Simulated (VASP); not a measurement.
# Mo (Fm-3m) in VASP: a series of runs, part 2 of 2

VASP 6.6.1. Earlier steps stand in the parts before.

## (5) Single point, PBEsol (16.78 Å³/atom)

This run uses another cell than the first one, of 16.78 Å³/atom.

File INCAR:

```
PREC = Accurate
ENCUT = 520
EDIFF = 1E-6
ISMEAR = -1
SIGMA = 0.1
LREAL = False
LASPH = True
NELM = 80
ALGO = Normal
ISIF = 2
LWAVE = False
LCHARG = True
GGA = PS
LELF = True
LVHAR = True
NBANDS = 13
```

File KPOINTS:

```
Automatic mesh
0
Gamma
  15 15 15
```

File POSCAR:

```
Mo
1.0
    0.0000000000      2.0319739058      2.0319739058
    2.0319739058      0.0000000000      2.0319739058
    2.0319739058      2.0319739058      0.0000000000
Mo
1
Direct
    0.0000000000      0.0000000000      0.0000000000
```

Potentials or basis: VASP PAW PBE potentials, release 64 (Mo_sv).

Started as:

```bash
cat potpaw_PBE.64/Mo_sv/POTCAR > POTCAR
mpirun -np 1 vasp_std > vasp.out
```

OUTCAR:

```text
PREC = Accurate
   ENCUT = 520
   EDIFF = 1E-6
   ISMEAR = -1
   LREAL = False
   LASPH = True
   NELM = 80
   ISIF = 2
   GGA = PS

 ion  position               nearest neighbor table
   1  0.000  0.000  0.000-

  LATTYP: Found a face centered cubic cell.
 ALAT       =     4.0639478116

  Lattice vectors:

 A1 = (   0.0000000000,   2.0319739058,   2.0319739058)
 A2 = (   2.0319739058,   0.0000000000,   2.0319739058)
 A3 = (   2.0319739058,   2.0319739058,   0.0000000000)

Analysis of symmetry for initial positions (statically):
=====================================================================
 Subroutine PRICEL returns:
 Original cell was already a primitive cell.

 Routine SETGRP: Setting up the symmetry group for a
 face centered cubic supercell.

 Subroutine GETGRP returns: Found 48 space group operations
 (whereof 48 operations were pure point group operations)
 out of a pool of 48 trial point group operations.

The static configuration has the point symmetry O_h .

Analysis of symmetry for dynamics (positions and initial velocities):
=====================================================================
 Subroutine PRICEL returns:
 Original cell was already a primitive cell.

 Routine SETGRP: Setting up the symmetry group for a
 face centered cubic supercell.

 Subroutine GETGRP returns: Found 48 space group operations
 (whereof 48 operations were pure point group operations)
 out of a pool of 48 trial point group operations.

The dynamic configuration has the point symmetry O_h .

 Subroutine INISYM returns: Found 48 space group operations
 (whereof 48 operations are pure point group operations),
 and found     1 'primitive' translations

----------------------------------------------------------------------------------------
[... 114 lines left out ...]
  Thomas-Fermi vector in A             =   2.647171
   LORBIT       =      0    0 simple, 1 ext, 2 COOP (PROOUT), +10 PAW based schemes
   GGA     = PS    functional components
   LHFCALC =     F    Hartree Fock is set to
   AEXX    =    0.0000 exact exchange contribution
   IVDW    =     0    specifies the selected vdW correction
   LEPSILON=     F    determine dielectric tensor
   LRPA    =     F    only Hartree local field effects (RPA)
 non-spin polarized calculation
  energy-cutoff  :      520.00
  volume of cell :       16.78
 maximum number of plane-waves:       464
 NGX is ok and might be reduce to    24
   NGX = 11   NGY = 11   NGZ = 11

 number of electron      14.0000002 magnetization

 Free energy of the ion-electron system (eV)
  ---------------------------------------------------
  ext. energy  EPLUGINS =         0.00000000
  ---------------------------------------------------
  free energy    TOTEN  =       -11.30004165 eV

  energy without entropy =      -11.25457290  energy(sigma->0) =      -11.27730727

 E-fermi :  10.9540     XC(G=0): -13.1178

 val. band max:       10.9497085883   @ k =   0.4000   0.1333   0.0000
 cond. band min:      10.9845184249   @ k =   0.2000   0.1333   0.0000
 fundamental gap:      0.0348098366
 Fermi energy:        10.9540258558

 k-point     1 :       0.0000    0.0000    0.0000
  band No.  band energies     occupation
      1     -49.6971      2.00000
      2     -23.1507      2.00000
      3     -23.1507      2.00000
      4     -23.1507      2.00000
      5       4.3211      2.00000
      6      10.3062      1.99693
      7      10.3062      1.99693
      8      10.3062      1.99693
      9      12.8017      0.00000
     10      12.8017      0.00000
     11      24.0178      0.00000
     12      29.0152      0.00000
     13      29.0152      0.00000
[... 354 lines left out ...]
  band No.  band energies     occupation
      1     -49.6317      2.00000
      2     -23.4763      2.00000
      3     -23.2536      2.00000
      4     -23.2442      2.00000
      5       5.7216      2.00000
      6       9.2373      2.00000
      7      10.9845      0.84871
      8      11.1019      0.37116
      9      11.7892      0.00047
     10      13.2173      0.00000
     11      26.5743      0.00000
     12      27.0278      0.00000
     13      29.7900      0.00000

 [... further k-points ...]

------------------------ aborting loop because EDIFF is reached ----------------------------------------

  FORCE on cell =-STRESS in cart. coord.  units (eV):
  Direction    XX          YY          ZZ          XY          YZ          ZX
  --------------------------------------------------------------------------------------
  -------------------------------------------------------------------------------------
  Total       -1.7029925     -1.7029925     -1.7029925      0.0000000      0.0000000      0.0000000
  in kB     -162.6068871   -162.6068871   -162.6068871      0.0000000      0.0000000      0.0000000
  external PRESSURE =    -162.6068871 kB  Pullay stress =       0.0000000 kB

 VOLUME and BASIS-vectors are now :
 -----------------------------------------------------------------------------
  energy-cutoff  :      520.00
  volume of cell :       16.78
      direct lattice vectors                 reciprocal lattice vectors
     0.000000000  2.031973906  2.031973906    -0.246066152  0.246066152  0.246066152
     2.031973906  0.000000000  2.031973906     0.246066152 -0.246066152  0.246066152
     2.031973906  2.031973906  0.000000000     0.246066152  0.246066152 -0.246066152

 POSITION                                       TOTAL-FORCE (eV/Angst)
 -----------------------------------------------------------------------------------
      0.00000      0.00000      0.00000        -0.000000      0.000000      0.000000
 -----------------------------------------------------------------------------------
    total drift:                                0.000000      0.000000     -0.000000

  FREE ENERGIE OF THE ION-ELECTRON SYSTEM (eV)
  ---------------------------------------------------
  free  energy   TOTEN  =       -11.3000416492 eV

  energy  without entropy=      -11.2545729002  energy(sigma->0) =      -11.27730727
```

Run time: 28 s. Hardware: 1 thread of AMD EPYC 7R43 (Zen 3), shared host; peak memory 0.12 GiB.

Results:

* Free energy: -11.3000 eV
* Pressure: -16.3 GPa
* Band gap on the k mesh: zero (bands 7 and 8 overlap by 4.21 eV)

Caveat: the cell stands under tension; the PAW data sets were made with another functional, which shifts forces and pressure a little.

## (6) Single point, PBEsol (17.40 Å³/atom)

This run uses another cell than the first one, of 17.40 Å³/atom.

File INCAR:

```
  ALGO = Normal
  EDIFF = 1E-7
  ENCUT = 520
  GGA = PS
  ISIF = 2
  ISMEAR = -1
  LASPH = True
  LCHARG = True
  LELF = True
  LREAL = False
  LVHAR = True
  LWAVE = False
  NBANDS = 13
  NELM = 80
  PREC = Accurate
  SIGMA = 0.1
```

File KPOINTS:

```
k-points
0
Gamma
  15 15 15
```

File POSCAR:

```
Mo
1.0
    0.0000000000      2.0567565178      2.0567565178
    2.0567565178      0.0000000000      2.0567565178
    2.0567565178      2.0567565178      0.0000000000
Mo
1
Direct
    0.0000000000      0.0000000000      0.0000000000
```

Potentials or basis: VASP PAW PBE potentials, release 64 (Mo_sv).

Started as:

```bash
cat potpaw_PBE.64/Mo_sv/POTCAR > POTCAR
mpirun -np 1 vasp_std > vasp.out
```

OUTCAR:

```text
EDIFF = 1E-7
   ENCUT = 520
   GGA = PS
   ISIF = 2
   ISMEAR = -1
   LASPH = True
   LREAL = False
   NELM = 80
   PREC = Accurate

 ion  position               nearest neighbor table
   1  0.000  0.000  0.000-

  LATTYP: Found a face centered cubic cell.
 ALAT       =     4.1135130356

  Lattice vectors:

 A1 = (   0.0000000000,   2.0567565178,   2.0567565178)
 A2 = (   2.0567565178,   0.0000000000,   2.0567565178)
 A3 = (   2.0567565178,   2.0567565178,   0.0000000000)

Analysis of symmetry for initial positions (statically):
=====================================================================
 Subroutine PRICEL returns:
 Original cell was already a primitive cell.

 Routine SETGRP: Setting up the symmetry group for a
 face centered cubic supercell.

 Subroutine GETGRP returns: Found 48 space group operations
 (whereof 48 operations were pure point group operations)
 out of a pool of 48 trial point group operations.

The static configuration has the point symmetry O_h .

Analysis of symmetry for dynamics (positions and initial velocities):
[... 168 lines left out ...]
      3     -23.7681      2.00000
      4     -23.7681      2.00000
      5       3.9136      2.00000
      6       9.8224      1.99538
      7       9.8224      1.99538
      8       9.8224      1.99538
      9      12.1860      0.00000
     10      12.1860      0.00000
     11      23.4575      0.00000
     12      28.2838      0.00000
     13      28.2838      0.00000
[... 354 lines left out ...]
  band No.  band energies     occupation
      1     -50.1967      2.00000
      2     -24.0561      2.00000
      3     -23.8596      2.00000
      4     -23.8512      2.00000
      5       5.2679      2.00000
      6       8.8105      2.00000
      7      10.4692      0.80303
      8      10.5780      0.36875
      9      11.2340      0.00064
     10      12.5814      0.00000
     11      25.8841      0.00000
     12      26.2667      0.00000
     13      28.9217      0.00000

 [... further k-points ...]

------------------------ aborting loop because EDIFF is reached ----------------------------------------

  FORCE on cell =-STRESS in cart. coord.  units (eV):
  Direction    XX          YY          ZZ          XY          YZ          ZX
  --------------------------------------------------------------------------------------
  -------------------------------------------------------------------------------------
  Total       -2.4491608     -2.4491608     -2.4491608      0.0000000      0.0000000      0.0000000
  in kB     -225.5014016   -225.5014016   -225.5014016      0.0000000      0.0000000      0.0000000
  external PRESSURE =    -225.5014016 kB  Pullay stress =       0.0000000 kB

 VOLUME and BASIS-vectors are now :
 -----------------------------------------------------------------------------
  energy-cutoff  :      520.00
  volume of cell :       17.40
      direct lattice vectors                 reciprocal lattice vectors
     0.000000000  2.056756518  2.056756518    -0.243101211  0.243101211  0.243101211
     2.056756518  0.000000000  2.056756518     0.243101211 -0.243101211  0.243101211
     2.056756518  2.056756518  0.000000000     0.243101211  0.243101211 -0.243101211

 POSITION                                       TOTAL-FORCE (eV/Angst)
 -----------------------------------------------------------------------------------
      0.00000      0.00000      0.00000        -0.000000     -0.000000      0.000000
 -----------------------------------------------------------------------------------
    total drift:                               -0.000000     -0.000000     -0.000000

  FREE ENERGIE OF THE ION-ELECTRON SYSTEM (eV)
  ---------------------------------------------------
  free  energy   TOTEN  =       -11.2246115110 eV

  energy  without entropy=      -11.1770982887  energy(sigma->0) =      -11.20085490
```

It took 40 s on 1 thread of AMD EPYC 7R43 (Zen 3), shared host; peak memory 0.12 GiB.

What came out:

| Property | Result |
| --- | --- |
| Free energy | -11.2246 eV |
| Pressure | -22.6 GPa |
| Band gap on the k mesh | zero (bands 7 and 8 overlap by 3.98 eV) |

Caveat: the cell stands under tension; the PAW data sets were made with another functional, which shifts forces and pressure a little.

## (7) Summary

| cell | gap on the mesh (eV) | pressure (GPa) |
| --- | --- | --- |
| a = 2.763 Å, angles 60.0°, 1 atom | none | 12.5 |
| a = 2.801 Å, angles 60.0°, 1 atom | none | 0.9 |
| a = 2.838 Å, angles 60.0°, 1 atom | none | -8.5 |
| a = 2.874 Å, angles 60.0°, 1 atom | none | -16.3 |
| a = 2.909 Å, angles 60.0°, 1 atom | none | -22.6 |

Alike in all rows: task single point; level PBEsol; potentials or basis VASP PAW PBE potentials, release 64 (Mo_sv); no spin polarisation; k mesh 15 × 15 × 15; cutoff (eV) 520; smearing fermi-dirac 0.1 eV.

Caveats: the PAW data sets were made with another functional, which shifts forces and pressure a little; the cell stands under tension (at least some runs); the cell stands under pressure (at least some runs).

Absolute energies hang on the potentials; compare differences alone.
